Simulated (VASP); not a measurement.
# Cd3Si (P6/mmm) in VASP: further runs

Runs on Cd3Si. Level: PBE. Tasks: relaxation of cell and atoms, single point.

All numbers are computed with VASP 6.6.1; they aren't measurements. Logs are shortened: lines on timing, memory, paths and dates and some standing lists are left out, and cuts for length are marked.

**1. The cell of the first run**

Symmetry: P6/mmm, No. 191, hexagonal system. Conventional cell: a = 4.989 Å, b = 4.989 Å, c = 5.266 Å, α = 90.00°, β = 90.00°, γ = 120.00°. Cd (site symmetry 6/mmm) has 2 Si at 2.63 Å within 3.5 Å. Within 3.8 Å of Cd (site symmetry -6m2) lie 3 Si at 2.88 Å and 3 Cd at 2.88 Å. Within 3.5 Å of Si (site symmetry 6/mmm) lie 8 Cd at 2.63 to 2.88 Å.

**2. Relaxation of cell and atoms, PBE**

Contents of INCAR:

```
SYSTEM = Cd3Si
  PREC = Accurate
  ENCUT = 500
  EDIFF = 1E-7
  ISMEAR = 0
  SIGMA = 0.1
  LREAL = .False.
  LASPH = .True.
  NELM = 120
  ALGO = Normal
  ISIF = 3
  LWAVE = .False.
  LCHARG = .False.
  GGA = PE
  IBRION = 2
  NSW = 100
  EDIFFG = -0.01
  GGA_COMPAT = .False.
  NELMIN = 4
```

Contents of KPOINTS:

```
Automatic mesh
0
Gamma
  12 12 10
  0 0 0
```

Contents of POSCAR:

```
Cd3Si
1.0
    4.9890806915      0.0000000000      0.0000000000
   -2.4945403457      4.3206706204      0.0000000000
    0.0000000000      0.0000000000      5.2655984376
Cd Si
3 1
Direct
    0.0000000000      0.0000000000      0.5000000000
    0.3333333333      0.6666666667      0.0000000000
    0.6666666667      0.3333333333      0.0000000000
    0.0000000000      0.0000000000      0.0000000000
```

Potentials or basis: VASP PAW PBE potentials, release 64 (Cd, Si).

Command:

```sh
cat potpaw_PBE.64/Cd/POTCAR potpaw_PBE.64/Si/POTCAR > POTCAR
mpirun -np 1 vasp_std > vasp.out
```

OUTCAR:

```text
SYSTEM = Cd3Si
   PREC = Accurate
   ENCUT = 500
   EDIFF = 1E-7
   ISMEAR = 0
   LREAL = .False.
   LASPH = .True.
   NELM = 120
   ISIF = 3
   GGA = PE
   IBRION = 2
   NSW = 100
   EDIFFG = -0.01
   NELMIN = 4

 ion  position               nearest neighbor table
   1  0.000  0.000  0.500-   4 2.63   4 2.63
   2  0.333  0.667  0.000-   4 2.88   3 2.88   3 2.88   4 2.88   4 2.88   3 2.88
   3  0.667  0.333  0.000-   4 2.88   2 2.88   2 2.88   4 2.88   4 2.88   2 2.88
   4  0.000  0.000  0.000-   1 2.63   1 2.63   3 2.88   2 2.88   3 2.88   2 2.88   3 2.88   2 2.88

  LATTYP: Found a hexagonal cell.
 ALAT       =     4.9890806915
 C/A-ratio  =     1.0554245889

  Lattice vectors:

 A1 = (   4.9890806915,   0.0000000000,   0.0000000000)
 A2 = (  -2.4945403457,   4.3206706204,   0.0000000000)
 A3 = (   0.0000000000,   0.0000000000,   5.2655984376)

Analysis of symmetry for initial positions (statically):
=====================================================================
 Subroutine PRICEL returns:
 Original cell was already a primitive cell.

 Routine SETGRP: Setting up the symmetry group for a
 hexagonal supercell.

 Subroutine GETGRP returns: Found 24 space group operations
 (whereof 24 operations were pure point group operations)
 out of a pool of 24 trial point group operations.

The static configuration has the point symmetry D_6h.

Analysis of symmetry for dynamics (positions and initial velocities):
=====================================================================
 Subroutine PRICEL returns:
 Original cell was already a primitive cell.

 Routine SETGRP: Setting up the symmetry group for a
 hexagonal supercell.

 Subroutine GETGRP returns: Found 24 space group operations
 (whereof 24 operations were pure point group operations)
 out of a pool of 24 trial point group operations.

The dynamic configuration has the point symmetry D_6h.

 Subroutine INISYM returns: Found 24 space group operations
 (whereof 24 operations are pure point group operations),
 and found     1 'primitive' translations

----------------------------------------------------------------------------------------

                                     Primitive cell

  volume of cell :     113.5062

  direct lattice vectors                    reciprocal lattice vectors
     4.989080691  0.000000000  0.000000000     0.200437728  0.115722776  0.000000000
    -2.494540346  4.320670620  0.000000000     0.000000000  0.231445553  0.000000000
     0.000000000  0.000000000  5.265598438     0.000000000  0.000000000  0.189911937

  length of vectors
     4.989080691  4.989080692  5.265598438     0.231445553  0.231445553  0.189911937

  position of ions in fractional coordinates (direct lattice)
     0.000000000  0.000000000  0.500000000
     0.333333333  0.666666667  0.000000000
     0.666666667  0.333333333  0.000000000
     0.000000000  0.000000000  0.000000000

  ion indices of the primitive-cell ions
   primitive index   ion index
                 1           1
                 2           2
                 3           3
                 4           4

----------------------------------------------------------------------------------------

 KPOINTS: Automatic mesh

Automatic generation of k-mesh.
 Grid dimensions read from file:
 generate k-points for:   12   12   10

 Generating k-lattice:

  Cartesian coordinates                     Fractional coordinates (reciprocal lattice)
     0.016703144  0.009643565  0.000000000     0.083333333 -0.000000000  0.000000000
     0.000000000  0.019287129  0.000000000     0.000000000  0.083333333  0.000000000
     0.000000000  0.000000000  0.018991194     0.000000000  0.000000000  0.100000000

  Length of vectors
     0.019287129  0.019287129  0.018991194

  Shift w.r.t. Gamma in fractional coordinates (k-lattice)
     0.000000000  0.000000000  0.000000000

 Subroutine IBZKPT returns following result:
 ===========================================

 Found    114 irreducible k-points:

 Following reciprocal coordinates:
            Coordinates               Weight
  0.000000  0.000000  0.000000      1.000000
  0.083333  0.000000  0.000000      6.000000
  0.166667  0.000000  0.000000      6.000000
  0.250000  0.000000  0.000000      6.000000
  0.333333  0.000000  0.000000      6.000000
  0.416667  0.000000  0.000000      6.000000
[... 16 lines left out ...]
  0.250000  0.000000  0.100000     12.000000
  0.333333  0.000000  0.100000     12.000000
 [... further k-points ...]
   k-points           NKPTS =    114   k-points in BZ     NKDIM =    114   number of bands    NBANDS=     24
   number of dos      NEDOS =    301   number of ions     NIONS =      4
   total plane-waves  NPLWV =  51840
   dimension x,y,z NGX =    36 NGY =   36 NGZ =   40
   dimension x,y,z NGXF=    72 NGYF=   72 NGZF=   80
   ions per type =               3   1
   NGX,Y,Z   is equivalent  to a cutoff of  12.00, 12.00, 12.63 a.u.
   NGXF,Y,Z  is equivalent  to a cutoff of  23.99, 23.99, 25.26 a.u.
 SYSTEM =  Cd3Si
   PREC   = accura    normal or accurate (medium, high low for compatibility)
   ISTART =      0    job   : 0-new  1-cont  2-samecut
   ICHARG =      2    charge: 1-file 2-atom 10-const
   ISPIN  =      1    spin polarized calculation?
   LNONCOLLINEAR =      F non collinear calculations
   LSORBIT =      F    spin-orbit coupling
   LASPH  =      T    aspherical Exc in radial PAW
   ENCUT  =  500.0 eV  36.75 Ry    6.06 a.u.   9.10  9.10  9.60*2*pi/ulx,y,z
   NELM   =    120;   NELMIN=  4; NELMDL= -5     # of ELM steps
   EDIFF  = 0.1E-06   stopping-criterion for ELM
   LREAL  =      F    real-space projection
   EDIFFG = -.1E-01   stopping-criterion for IOM
   NSW    =    100    number of steps for IOM
   IBRION =      2    ionic relax: 0-MD 1-quasi-New 2-CG
   NFREE  =      1    steps in history (QN), initial steepest desc. (CG)
   ISIF   =      3    stress and relaxation
   ISYM   =      2    0-nonsym 1-usesym 2-fastsym
   POTIM  = 0.5000    time-step for ionic-motion
   TEBEG  =    0.0;   TEEND  =   0.0 temperature during run
   PSTRESS=    0.0 pullay stress
   NELECT =      40.0000    total number of electrons
   NUPDOWN=      -1.0000    fix difference up-down
   EMIN   =  10.00;   EMAX   =-10.00  energy-range for DOS
   EFERMI =   0.00;   METHOD = LEGACY
   ISMEAR =     0;   SIGMA  =   0.10  broadening in eV -4-tet -1-fermi 0-gaus
   EFERMI_NEDOS =   21; number of points for ismear=-14 and -15
   IALGO  =     38    algorithm
   IMIX   =      4    mixing-type and parameters
     AMIX     =   0.40;   BMIX     =  1.00
     AMIX_MAG =   1.60;   BMIX_MAG =  1.00
  volume/ion in A,a.u.               =      28.38       191.49
  Fermi-wavevector in a.u.,A,eV,Ry     =   1.156347  2.185180 18.192887  1.337139
  Thomas-Fermi vector in A             =   2.292968
   LORBIT       =      0    0 simple, 1 ext, 2 COOP (PROOUT), +10 PAW based schemes
   GGA     = PE    functional components
   LHFCALC =     F    Hartree Fock is set to
   AEXX    =    0.0000 exact exchange contribution
   IVDW    =     0    specifies the selected vdW correction
   LEPSILON=     F    determine dielectric tensor
   LRPA    =     F    only Hartree local field effects (RPA)
 conjugate gradient relaxation of ions
 non-spin polarized calculation
 Gauss-broadening in eV      SIGMA  =   0.10
  energy-cutoff  :      500.00
  volume of cell :      113.51
 maximum number of plane-waves:      2898
   NGX = 19   NGY = 19   NGZ = 19

--------------------------------------- Ionic step        1  -------------------------------------------

 number of electron      39.9999998 magnetization

 Free energy of the ion-electron system (eV)
  ---------------------------------------------------
  ext. energy  EPLUGINS =         0.00000000
  ---------------------------------------------------
  free energy    TOTEN  =        -6.10680361 eV

  energy without entropy =       -6.09385317  energy(sigma->0) =       -6.10032839

------------------------ aborting loop because EDIFF is reached ----------------------------------------

  FORCE on cell =-STRESS in cart. coord.  units (eV):
  Direction    XX          YY          ZZ          XY          YZ          ZX
  --------------------------------------------------------------------------------------
  -------------------------------------------------------------------------------------
  Total        1.2190451      1.2190451     -0.2693841      0.0000000     -0.0000000     -0.0000000
  in kB       17.2072293     17.2072293     -3.8024468      0.0000000     -0.0000000     -0.0000000
  external PRESSURE =      10.2040040 kB  Pullay stress =       0.0000000 kB
[... 137 lines left out ...]
  energy  without entropy=       -6.1204595858  energy(sigma->0) =       -6.12537430

--------------------------------------- Ionic step        5  -------------------------------------------

 number of electron      40.0000005 magnetization

 Free energy of the ion-electron system (eV)
  ---------------------------------------------------
  ext. energy  EPLUGINS =         0.00000000
  ---------------------------------------------------
  free energy    TOTEN  =        -6.13092569 eV

  energy without entropy =       -6.12196175  energy(sigma->0) =       -6.12644372

 E-fermi :   1.7497     XC(G=0):  -8.9631

 val. band max:        1.7318249073   @ k =   0.1667   0.0833   0.5000
 cond. band min:       1.7569761383   @ k =   0.2500   0.0833   0.5000
 fundamental gap:      0.0251512310
 Fermi energy:         1.7496571859

 k-point     1 :       0.0000    0.0000    0.0000
  band No.  band energies     occupation
      1      -8.5251      2.00000
      2      -7.2300      2.00000
      3      -7.1333      2.00000
      4      -7.1333      2.00000
      5      -7.1081      2.00000
      6      -7.1081      2.00000
[... 637 lines left out ...]
     23       4.4576      0.00000
     24       5.7053      0.00000

 [... further k-points ...]
[... 5 lines left out ...]
  --------------------------------------------------------------------------------------
  -------------------------------------------------------------------------------------
  Total       -0.0254621     -0.0254621      0.0221863     -0.0000000      0.0000000      0.0000000
  in kB       -0.3518107     -0.3518107      0.3065485     -0.0000000      0.0000000      0.0000000
  external PRESSURE =      -0.1323576 kB  Pullay stress =       0.0000000 kB
[... 19 lines left out ...]
  FREE ENERGIE OF THE ION-ELECTRON SYSTEM (eV)
  ---------------------------------------------------
  free  energy   TOTEN  =        -6.1309256861 eV

  energy  without entropy=       -6.1219617498  energy(sigma->0) =       -6.12644372

 reached required accuracy - stopping structural energy minimisation
```

Wall time 8.9 min (1 thread of AMD EPYC 9R45 (Zen 5), shared host); peak memory 0.36 GiB.

What came out:

- Free energy: -6.1309 eV
- Relaxed volume: 28.99 Å³/atom
- Relaxed cell: a = 5.082 Å, b = 5.082 Å, c = 5.184 Å, α = 90.00°, β = 90.00°, γ = 120.00°
- Space group after relaxing (to 0.05 Å): P6/mmm (No. 191)
- Energy gained by relaxing: 6.0 meV/atom
- Ionic steps: 5
- Pressure after relaxing: 0.0 GPa
- Band gap on the k mesh: zero (band 20 reaches 2.90 eV, above the bottom of band 21 at 0.85 eV)

Step by step:
```csv
step,energy change (eV),largest force (eV/Å),pressure (GPa),volume (Å³)
1,0.0000,0.0000,1.02,113.51
2,-0.0214,0.0000,0.00,116.49
3,-0.0221,0.0000,-0.21,117.19
4,-0.0235,0.0000,-0.13,116.67
5,-0.0241,0.0000,-0.01,115.96
```

Final structure:
```xyz
4
Lattice="5.0820 0.0000 0.0000 -2.5410 4.4012 0.0000 0.0000 0.0000 5.1843" Properties=species:S:1:pos:R:3 pbc="T T T"
Cd    0.0000    0.0000    2.5921
Cd    0.0000    2.9341    0.0000
Cd    2.5410    1.4671    0.0000
Si    0.0000    0.0000    0.0000
```

**3. Single point, PBE**

Contents of INCAR:

```
SYSTEM = Cd3Si
ALGO = Normal ; EDIFF = 1E-6
ENCUT = 500 ; GGA = PE
GGA_COMPAT = .False. ; ISIF = 2
ISMEAR = 0 ; LASPH = .True.
LCHARG = .False. ; LREAL = .False.
LWAVE = .False. ; NBANDS = 28
NELM = 120 ; PREC = Accurate
SIGMA = 0.1
```

Contents of KPOINTS:

```
k-points
0
Gamma
  6 6 4
  0 0 0
```

POSCAR is that of step 2.

Potentials or basis: VASP PAW PBE potentials, release 64 (Cd, Si).

Command:

```sh
cat potpaw_PBE.64/Cd/POTCAR potpaw_PBE.64/Si/POTCAR > POTCAR
mpirun -np 1 vasp_std > vasp.out
```

Run time: 51 s. Hardware: 1 thread of Intel Xeon Platinum 8259CL at 2.50GHz (Skylake/Cascade Lake), shared host; peak memory 0.23 GiB.

It converged, with:

- Free energy: -6.2245 eV
- Pressure: 0.3 GPa
- Band gap on the k mesh: zero (band 20 reaches 2.61 eV, above the bottom of band 21 at 0.95 eV)

Stress tensor (GPa, compression positive):
```
0.28 0.00 0.00
0.00 0.28 0.00
0.00 0.00 0.37
```

Levels at points of the mesh, in eV from the Fermi level:
```tsv
k point	band 16	band 17	band 18	band 19	band 20	band 21	band 22	band 23	band 24	band 25
(0.00, 0.00, 0.00)	-8.25	-2.98	-2.04	-1.41	-1.03	-1.03	0.88	0.88	2.01	3.38
(0.50, 0.00, 0.00)	-7.51	-5.85	-3.00	-2.05	-1.58	-0.72	1.63	2.15	4.28	4.32
(0.00, 0.00, 0.50)	-8.46	-5.19	-2.05	-0.55	-0.55	1.01	1.01	2.39	2.42	3.06
(0.50, 0.00, 0.50)	-7.87	-5.37	-4.09	-2.58	-1.37	-1.20	2.32	2.58	4.47	5.18
```

**4. Relaxation of cell and atoms, PBE**

This run uses another cell than the first one, of 22.63 Å³/atom, 0.797 times its volume.

Contents of INCAR:

```
  PREC = Accurate
  ENCUT = 500
  EDIFF = 1E-7
  ISMEAR = 0
  SIGMA = 0.1
  LREAL = False
  LASPH = True
  NELM = 120
  ALGO = Normal
  ISIF = 3
  LWAVE = False
  LCHARG = False
  GGA = PE
  IBRION = 2
  NSW = 90
  EDIFFG = -0.04
  GGA_COMPAT = False
  NELMIN = 4
```

Contents of KPOINTS:

```
Automatic mesh
0
Gamma
  6 6 4
```

Contents of POSCAR:

```
Cd3Si
1.0
    4.6263087320      0.0000000000      0.0000000000
   -2.3131543660      4.0065008878      0.0000000000
    0.0000000000      0.0000000000      4.8825887897
Cd Si
3 1
Direct
    0.0000000000      0.0000000000      0.5000000000
    0.3333333333      0.6666666667      0.0000000000
    0.6666666667      0.3333333333      0.0000000000
    0.0000000000      0.0000000000      0.0000000000
```

Potentials or basis: VASP PAW PBE potentials, release 64 (Cd, Si).

Command:

```sh
cat potpaw_PBE.64/Cd/POTCAR potpaw_PBE.64/Si/POTCAR > POTCAR
mpirun -np 1 vasp_std > vasp.out
```

OUTCAR:

```text
PREC = Accurate
   ENCUT = 500
   EDIFF = 1E-7
   ISMEAR = 0
   LREAL = False
   LASPH = True
   NELM = 120
   ISIF = 3
   GGA = PE
   IBRION = 2
   NSW = 90
   EDIFFG = -0.04
   NELMIN = 4

 ion  position               nearest neighbor table
   1  0.000  0.000  0.500-   4 2.44   4 2.44   2 3.62   2 3.62   3 3.62   3 3.62   3 3.62   3 3.62
                             2 3.62   2 3.62   3 3.62   3 3.62   2 3.62   2 3.62
   2  0.333  0.667  0.000-   3 2.67   4 2.67   3 2.67   4 2.67   4 2.67   3 2.67   1 3.62   1 3.62
                             1 3.62   1 3.62   1 3.62   1 3.62
   3  0.667  0.333  0.000-   2 2.67   4 2.67   2 2.67   4 2.67   4 2.67   2 2.67   1 3.62   1 3.62
                             1 3.62   1 3.62   1 3.62   1 3.62
   4  0.000  0.000  0.000-   1 2.44   1 2.44   3 2.67   2 2.67   3 2.67   2 2.67   3 2.67   2 2.67

  LATTYP: Found a hexagonal cell.
 ALAT       =     4.6263087320
 C/A-ratio  =     1.0553962289

  Lattice vectors:

 A1 = (   4.6263087320,   0.0000000000,   0.0000000000)
 A2 = (  -2.3131543660,   4.0065008878,   0.0000000000)
 A3 = (   0.0000000000,   0.0000000000,   4.8825887897)

Analysis of symmetry for initial positions (statically):
=====================================================================
 Subroutine PRICEL returns:
 Original cell was already a primitive cell.

 Routine SETGRP: Setting up the symmetry group for a
 hexagonal supercell.

 Subroutine GETGRP returns: Found 24 space group operations
 (whereof 24 operations were pure point group operations)
[... 153 lines left out ...]
 NGX is ok and might be reduce to    36
   NGX = 17   NGY = 17   NGZ = 17

--------------------------------------- Ionic step        1  -------------------------------------------

 number of electron      39.9999995 magnetization

 Free energy of the ion-electron system (eV)
  ---------------------------------------------------
  ext. energy  EPLUGINS =         0.00000000
  ---------------------------------------------------
  free energy    TOTEN  =        -5.30894820 eV

  energy without entropy =       -5.29572004  energy(sigma->0) =       -5.30233412

 E-fermi :   3.3058     XC(G=0): -10.1110

 val. band max:        3.2947109767   @ k =   0.1667   0.1667   0.5000
 cond. band min:       3.3375430897   @ k =   0.3333   0.3333   0.0000
 fundamental gap:      0.0428321131
 Fermi energy:         3.3057584439

 k-point     1 :       0.0000    0.0000    0.0000
  band No.  band energies     occupation
      1      -8.5007      2.00000
      2      -6.4761      2.00000
      3      -6.4761      2.00000
      4      -6.4058      2.00000
      5      -6.4058      2.00000
      6      -6.2809      2.00000
[... 745 lines left out ...]
--------------------------------------- Ionic step        6  -------------------------------------------

 number of electron      39.9999974 magnetization

 Free energy of the ion-electron system (eV)
  ---------------------------------------------------
  ext. energy  EPLUGINS =         0.00000000
  ---------------------------------------------------
  free energy    TOTEN  =        -6.20479834 eV

  energy without entropy =       -6.19331926  energy(sigma->0) =       -6.19905880

 E-fermi :   2.1396     XC(G=0):  -9.0640

 val. band max:        2.1164623709   @ k =   0.1667   0.1667   0.5000
 cond. band min:       2.1609841243   @ k =   0.3333   0.1667   0.2500
 fundamental gap:      0.0445217534
 Fermi energy:         2.1395874908

 k-point     1 :       0.0000    0.0000    0.0000
  band No.  band energies     occupation
      1      -8.5873      2.00000
      2      -7.3258      2.00000
      3      -7.3258      2.00000
      4      -7.2829      2.00000
      5      -7.2829      2.00000
      6      -7.2586      2.00000
[... 587 lines left out ...]
  FREE ENERGIE OF THE ION-ELECTRON SYSTEM (eV)
  ---------------------------------------------------
  free  energy   TOTEN  =        -6.2047983409 eV

  energy  without entropy=       -6.1933192615  energy(sigma->0) =       -6.19905880

 reached required accuracy - stopping structural energy minimisation
```

CONTCAR:

```text
Cd3Si
   1.00000000000000
     4.9898904671028657    0.0000000000000000   -0.0000000000000000
    -2.4949452335514328    4.3213719067833321    0.0000000000000000
     0.0000000000000000   -0.0000000000000000    5.2710891902606463
  Cd              Si
     3     1
Direct
     0.0000000000000000    0.0000000000000000    0.5000000000000000
     0.3333333332999970    0.6666666667000030    0.0000000000000000
     0.6666666667000030    0.3333333332999970    0.0000000000000000
     0.0000000000000000    0.0000000000000000    0.0000000000000000

  0.00000000E+00  0.00000000E+00  0.00000000E+00
  0.00000000E+00  0.00000000E+00  0.00000000E+00
  0.00000000E+00  0.00000000E+00  0.00000000E+00
  0.00000000E+00  0.00000000E+00  0.00000000E+00
```

It took 3 min on 1 thread of Intel Xeon Platinum 8259CL at 2.50GHz (Skylake/Cascade Lake), shared host; peak memory 0.22 GiB.

What came out:

- Free energy: -6.2048 eV
- Relaxed volume: 28.42 Å³/atom
- Relaxed cell: a = 4.990 Å, b = 4.990 Å, c = 5.271 Å, α = 90.00°, β = 90.00°, γ = 120.00°
- Space group after relaxing (to 0.05 Å): P6/mmm (No. 191)
- Energy gained by relaxing: 224.0 meV/atom
- Ionic steps: 6
- Pressure after relaxing: 0.0 GPa
- Band gap on the k mesh: zero (band 20 reaches 2.60 eV, above the bottom of band 21 at 0.95 eV)

The path:
```
step  energy change (eV)  largest force (eV/Å)  pressure (GPa)  volume (Å³)
   1              0.0000                0.0000           14.94        90.50
   2             -0.8363                0.0000           -1.73       121.01
   3             -0.8850                0.0000            0.03       113.42
   4             -0.8851                0.0000            0.17       112.93
   5             -0.8954                0.0000            0.00       113.51
   6             -0.8959                0.0000           -0.03       113.66
```

Final structure:
```
Cd Si
1.0
     4.98989    0.00000    0.00000
    -2.49495    4.32137    0.00000
     0.00000    0.00000    5.27109
Cd Si
3 1
Direct
  0.00000 0.00000 0.50000
  0.33333 0.66667 0.00000
  0.66667 0.33333 0.00000
  0.00000 0.00000 0.00000
```

Caveat: the volume moved by over 15 % at a fixed basis, so the end points are rough.

(Part 1 of 2 ends here.)
